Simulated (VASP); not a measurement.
# TiSi2 in VASP: further runs

The runs below take TiSi2 through single point, with PBEsol.

Everything below comes from runs of VASP 6.6.1. Logs are shortened: lines on timing, memory, paths and dates and some standing lists are left out, and cuts for length are marked.

## (1) The cell of the first run

The structure is orthorhombic, space group Fddd (No. 70). The conventional cell has a = 4.867 Å, b = 8.398 Å, c = 8.690 Å, α = 90.00°, β = 90.00°, γ = 90.00°. Within 3.4 Å of Ti (site symmetry 222) lie 10 Si at 2.59 to 2.81 Å and 4 Ti at 3.26 Å. Si (site symmetry 2) has 5 Ti at 2.59 to 2.81 Å and 9 Si at 2.59 to 3.26 Å within 3.4 Å.

## (2) Single point, PBEsol (14.80 Å³/atom)

INCAR reads:

```
PREC = Accurate
ENCUT = 520
EDIFF = 1E-6
ISMEAR = -1
SIGMA = 0.08
LREAL = False
LASPH = True
NELM = 60
ALGO = Normal
ISIF = 2
LWAVE = False
LCHARG = False
GGA = PS
NBANDS = 29
```

KPOINTS reads:

```
regular mesh
0
Gamma
  8 8 8
```

POSCAR reads:

```
TiSi2
1.0
    0.0000000000      4.1987656027      4.3450800428
    2.4333060007      0.0000000000      4.3450800428
    2.4333060007      4.1987656027      0.0000000000
Ti Si
2 4
Direct
    0.7500000000      0.7500000000      0.7500000000
    0.5000000000      0.5000000000      0.5000000000
    0.0830000000      0.4170000000      0.0830000000
    0.4170000000      0.0830000000      0.4170000000
    0.1670000000      0.8330000000      0.1670000000
    0.8330000000      0.1670000000      0.8330000000
```

Potentials or basis: VASP PAW PBE potentials, release 64 (Ti_sv, Si).

On the command line:

```
> cat potpaw_PBE.64/Ti_sv/POTCAR potpaw_PBE.64/Si/POTCAR > POTCAR
> mpirun -np 1 vasp_std > vasp.out
```

OUTCAR:

```text
PREC = Accurate
   ENCUT = 520
   EDIFF = 1E-6
   ISMEAR = -1
   LREAL = False
   LASPH = True
   NELM = 60
   ISIF = 2
   GGA = PS

 ion  position               nearest neighbor table
   1  0.750  0.750  0.750-   6 2.59   5 2.59   6 2.59   5 2.59   3 2.80   4 2.80   4 2.81   4 2.81
                             3 2.81   3 2.81
   2  0.500  0.500  0.500-   3 2.59   4 2.59   3 2.59   4 2.59   5 2.80   6 2.80   5 2.81   5 2.81
                             6 2.81   6 2.81
   3  0.083  0.417  0.083-   2 2.59   2 2.59   5 2.59   5 2.59   1 2.80   4 2.80   4 2.80   4 2.80
                             1 2.81   1 2.81
   4  0.417  0.083  0.417-   2 2.59   2 2.59   6 2.59   6 2.59   1 2.80   3 2.80   3 2.80   3 2.80
                             1 2.81   1 2.81
   5  0.167  0.833  0.167-   1 2.59   1 2.59   3 2.59   3 2.59   2 2.80   6 2.80   6 2.80   6 2.80
                             2 2.81   2 2.81
   6  0.833  0.167  0.833-   1 2.59   1 2.59   4 2.59   4 2.59   2 2.80   5 2.80   5 2.80   5 2.80
                             2 2.81   2 2.81

  LATTYP: Found a face centered orthorhombic cell.
 ALAT       =     4.8666120014
 B/A-ratio  =     1.7255394930
 C/A-ratio  =     1.7856693903

  Lattice vectors:

 A1 = (   0.0000000000,   4.1987656027,   4.3450800428)
 A2 = (   2.4333060007,   0.0000000000,   4.3450800428)
 A3 = (   2.4333060007,   4.1987656027,   0.0000000000)

Analysis of symmetry for initial positions (statically):
=====================================================================
 Subroutine PRICEL returns:
 Original cell was already a primitive cell.

 Routine SETGRP: Setting up the symmetry group for a
 face centered orthorhombic supercell.

 Subroutine GETGRP returns: Found  8 space group operations
 (whereof  4 operations were pure point group operations)
 out of a pool of  8 trial point group operations.

The static configuration has the point symmetry D_2 .
 The point group associated with its full space group is D_2h.

Analysis of symmetry for dynamics (positions and initial velocities):
=====================================================================
 Subroutine PRICEL returns:
 Original cell was already a primitive cell.

 Routine SETGRP: Setting up the symmetry group for a
 face centered orthorhombic supercell.

 Subroutine GETGRP returns: Found  8 space group operations
 (whereof  4 operations were pure point group operations)
 out of a pool of  8 trial point group operations.

The dynamic configuration has the point symmetry D_2 .
 The point group associated with its full space group is D_2h.

[... 109 lines left out ...]
   NSW    =      0    number of steps for IOM
   IBRION =     -1    ionic relax: 0-MD 1-quasi-New 2-CG
   NFREE  =      0    steps in history (QN), initial steepest desc. (CG)
   ISIF   =      2    stress and relaxation
   ISYM   =      2    0-nonsym 1-usesym 2-fastsym
   POTIM  = 0.5000    time-step for ionic-motion
   TEBEG  =    0.0;   TEEND  =   0.0 temperature during run
   PSTRESS=    0.0 pullay stress
   NELECT =      40.0000    total number of electrons
   NUPDOWN=      -1.0000    fix difference up-down
   EMIN   =  10.00;   EMAX   =-10.00  energy-range for DOS
   EFERMI =   0.00;   METHOD = LEGACY
   ISMEAR =    -1;   SIGMA  =   0.08  broadening in eV -4-tet -1-fermi 0-gaus
   EFERMI_NEDOS =   21; number of points for ismear=-14 and -15
   IALGO  =     38    algorithm
   IMIX   =      4    mixing-type and parameters
     AMIX     =   0.40;   BMIX     =  1.00
     AMIX_MAG =   1.60;   BMIX_MAG =  1.00
  volume/ion in A,a.u.               =      14.80        99.86
  Fermi-wavevector in a.u.,A,eV,Ry     =   1.255007  2.371619 21.429752  1.575042
  Thomas-Fermi vector in A             =   2.388784
   LORBIT       =      0    0 simple, 1 ext, 2 COOP (PROOUT), +10 PAW based schemes
   GGA     = PS    functional components
   LHFCALC =     F    Hartree Fock is set to
   AEXX    =    0.0000 exact exchange contribution
   IVDW    =     0    specifies the selected vdW correction
   LEPSILON=     F    determine dielectric tensor
   LRPA    =     F    only Hartree local field effects (RPA)
 non-spin polarized calculation
  energy-cutoff  :      520.00
  volume of cell :       88.79
 maximum number of plane-waves:      2407
 NGX is ok and might be reduce to    48
   NGX = 23   NGY = 19   NGZ = 19

 number of electron      39.9999999 magnetization

 Free energy of the ion-electron system (eV)
  ---------------------------------------------------
  ext. energy  EPLUGINS =         0.00000000
  ---------------------------------------------------
  free energy    TOTEN  =       -43.51797064 eV

  energy without entropy =      -43.47263189  energy(sigma->0) =      -43.49530127

 E-fermi :   9.4449     XC(G=0): -11.5720

 val. band max:        9.4272941645   @ k =  -0.2500  -0.0000   0.2500
 cond. band min:       9.4464392258   @ k =  -0.2500   0.2500   0.1250
 fundamental gap:      0.0191450613
 Fermi energy:         9.4449408886

 k-point     1 :       0.0000    0.0000    0.0000
  band No.  band energies     occupation
      1     -46.7543      2.00000
      2     -46.7318      2.00000
      3     -23.2103      2.00000
      4     -23.2034      2.00000
      5     -23.1345      2.00000
      6     -23.1217      2.00000
[... 757 lines left out ...]
     28      13.1771      0.00000
     29      13.3752      0.00000

 [... further k-points ...]

------------------------ aborting loop because EDIFF is reached ----------------------------------------

  FORCE on cell =-STRESS in cart. coord.  units (eV):
  Direction    XX          YY          ZZ          XY          YZ          ZX
  --------------------------------------------------------------------------------------
  -------------------------------------------------------------------------------------
  Total       -4.5978921     -4.5616460     -5.9799324      0.0000000      0.0000000      0.0000000
  in kB      -82.9704075    -82.3163359   -107.9097591      0.0000000      0.0000000      0.0000000
  external PRESSURE =     -91.0655008 kB  Pullay stress =       0.0000000 kB

 VOLUME and BASIS-vectors are now :
 -----------------------------------------------------------------------------
  energy-cutoff  :      520.00
  volume of cell :       88.79
      direct lattice vectors                 reciprocal lattice vectors
     0.000000000  4.198765603  4.345080043    -0.205481760  0.119082618  0.115072679
     2.433306001  0.000000000  4.345080043     0.205481760 -0.119082618  0.115072679
     2.433306001  4.198765603  0.000000000     0.205481760  0.119082618 -0.115072679

 POSITION                                       TOTAL-FORCE (eV/Angst)
 -----------------------------------------------------------------------------------
      3.64996      6.29815      6.51762        -0.000000      0.000000      0.000000
      2.43331      4.19877      4.34508         0.000000      0.000000      0.000000
      1.21665      0.69700      2.17254         0.000000      0.156413      0.000000
      1.21665      3.50177      2.17254         0.000000     -0.156413      0.000000
      2.43331      1.40239      4.34508         0.000000     -0.156413      0.000000
      2.43331      6.99514      4.34508         0.000000      0.156413      0.000000
 -----------------------------------------------------------------------------------
    total drift:                               -0.000000     -0.000000     -0.000000

  FREE ENERGIE OF THE ION-ELECTRON SYSTEM (eV)
  ---------------------------------------------------
  free  energy   TOTEN  =       -43.5179706405 eV

  energy  without entropy=      -43.4726318947  energy(sigma->0) =      -43.49530127
```

OSZICAR:

```text
N       E                     dE             d eps       ncg     rms          rms(c)
DAV:   1     0.379478228938E+03    0.37948E+03   -0.18772E+04  5510   0.145E+03
DAV:   2    -0.238437394858E+01   -0.38186E+03   -0.37167E+03  5570   0.422E+02
DAV:   3    -0.439931848102E+02   -0.41609E+02   -0.40823E+02  9263   0.117E+02
DAV:   4    -0.472671096745E+02   -0.32739E+01   -0.32555E+01  7903   0.293E+01
DAV:   5    -0.474801109695E+02   -0.21300E+00   -0.21292E+00  8487   0.633E+00    0.180E+01
DAV:   6    -0.443511357760E+02    0.31290E+01   -0.36446E+01  7804   0.414E+01    0.718E+00
DAV:   7    -0.436321615134E+02    0.71897E+00   -0.76691E+00  7565   0.199E+01    0.491E+00
DAV:   8    -0.435400510093E+02    0.92111E-01   -0.10193E+00  7568   0.760E+00    0.140E+00
DAV:   9    -0.435174789329E+02    0.22572E-01   -0.18305E-01  7522   0.350E+00    0.495E-01
DAV:  10    -0.435184869610E+02   -0.10080E-02   -0.81047E-03  7437   0.657E-01    0.245E-01
DAV:  11    -0.435181931744E+02    0.29379E-03   -0.77118E-03  7873   0.639E-01    0.160E-01
DAV:  12    -0.435179694366E+02    0.22374E-03   -0.15574E-03  7665   0.302E-01    0.156E-02
DAV:  13    -0.435179708726E+02   -0.14361E-05   -0.33995E-05  7238   0.485E-02    0.125E-02
DAV:  14    -0.435179706405E+02    0.23210E-06   -0.22303E-06  7047   0.121E-02
   1 F= -.43517971E+02 E0= -.43495301E+02  d E =-.453387E-01
```

It took 2.1 min on 1 thread of Intel Xeon 6975P-C (Granite Rapids), shared host; peak memory 0.38 GiB.

What came out:

```yaml
Free_energy: -43.5180 eV
Pressure: -9.1 GPa
Largest_force: 0.156 eV/Å
Band_gap_on_the_k_mesh: zero (bands 20 and 21 overlap by 1.74 eV)
```

Forces in eV/Å, atoms in the order of the input:
```
Ti   0.000  0.000  0.000
Ti   0.000  0.000  0.000
Si   0.000  0.156  0.000
Si   0.000 -0.156  0.000
Si   0.000 -0.156  0.000
Si   0.000  0.156  0.000
```

Caveat: the cell stands under tension; the PAW data sets were made with another functional, which shifts forces and pressure a little.

## (3) Single point, PBEsol (equal xy, yz and zx shear strains of -2 %)

INCAR reads:

```
PREC = Accurate
ENCUT = 520
EDIFF = 1E-7
ISMEAR = -1
SIGMA = 0.08
LREAL = F
LASPH = T
NELM = 80
ALGO = Normal
ISIF = 2
LWAVE = F
LCHARG = F
GGA = PS
NBANDS = 29
```

KPOINTS reads:

```
Automatic mesh
0
Gamma
  8 8 8
```

Changes to POSCAR since step 2:

```diff
@@ -2,5 +2,5 @@
 1.0
-    0.0000000000      4.1987656027      4.3450800428
-    2.4333060007      0.0000000000      4.3450800428
-    2.4333060007      4.1987656027      0.0000000000
+   -0.0837950000      4.0753850000      4.2203200000
+    2.3438850000     -0.0664800000      4.2376350000
+    2.3453200000      4.0941350000     -0.0650450000
 Ti Si
```

Potentials or basis: VASP PAW PBE potentials, release 64 (Ti_sv, Si).

On the command line:

```
> cat potpaw_PBE.64/Ti_sv/POTCAR potpaw_PBE.64/Si/POTCAR > POTCAR
> mpirun -np 1 vasp_std > vasp.out
```

It took 15 min on 1 thread of Intel Xeon Platinum 8259CL at 2.50GHz (Skylake/Cascade Lake), shared host; peak memory 0.61 GiB.

Results (log left out):

```
Free energy            : -43.6513 eV
Pressure               : -1.4 GPa
Largest force          : 0.271 eV/Å
Band gap on the k mesh : zero (bands 20 and 21 overlap by 1.81 eV)
```

Forces on the atoms (eV/Å):
```
Ti  -0.133 -0.136 -0.131
Ti   0.133  0.136  0.131
Si  -0.049  0.111 -0.001
Si  -0.064 -0.234 -0.121
Si   0.049 -0.111  0.001
Si   0.064  0.234  0.121
```

Stress tensor (GPa, compression positive):
```
-0.77  2.64  3.18
 2.64 -1.88  1.92
 3.18  1.92 -1.60
```

Levels at points of the mesh, in eV from the Fermi level:
| k point | band 17 | band 18 | band 19 | band 20 | band 21 | band 22 | band 23 | band 24 |
| --- | --- | --- | --- | --- | --- | --- | --- | --- |
| (0.00, 0.00, 0.00) | -2.28 | -1.91 | -1.70 | -1.47 | -0.94 | 2.01 | 3.19 | 3.21 |
| (0.50, 0.00, 0.00) | -1.95 | -1.13 | -0.12 | 0.07 | 1.00 | 1.31 | 1.60 | 2.12 |
| (0.00, 0.50, 0.00) | -2.02 | -1.19 | -0.04 | 0.17 | 1.02 | 1.38 | 1.92 | 2.27 |
| (0.50, 0.50, 0.00) | -1.67 | -1.52 | -1.07 | -1.01 | 0.79 | 0.81 | 3.14 | 3.29 |
| (0.00, 0.00, 0.50) | -2.05 | -1.03 | 0.02 | 0.17 | 0.98 | 1.30 | 1.84 | 2.20 |
| (0.50, 0.00, 0.50) | -2.46 | -2.25 | -0.90 | -0.82 | 1.24 | 1.27 | 3.22 | 3.31 |
| (0.00, 0.50, 0.50) | -1.23 | -1.19 | -0.65 | -0.64 | 0.88 | 0.96 | 2.23 | 2.33 |
| (0.50, 0.50, 0.50) | -1.92 | -1.01 | -0.12 | 0.19 | 1.15 | 1.42 | 1.71 | 2.38 |

Caveat: the cell differs from its parent crystal (equal xy, yz and zx shear strains of -2 %); the PAW data sets were made with another functional, which shifts forces and pressure a little.
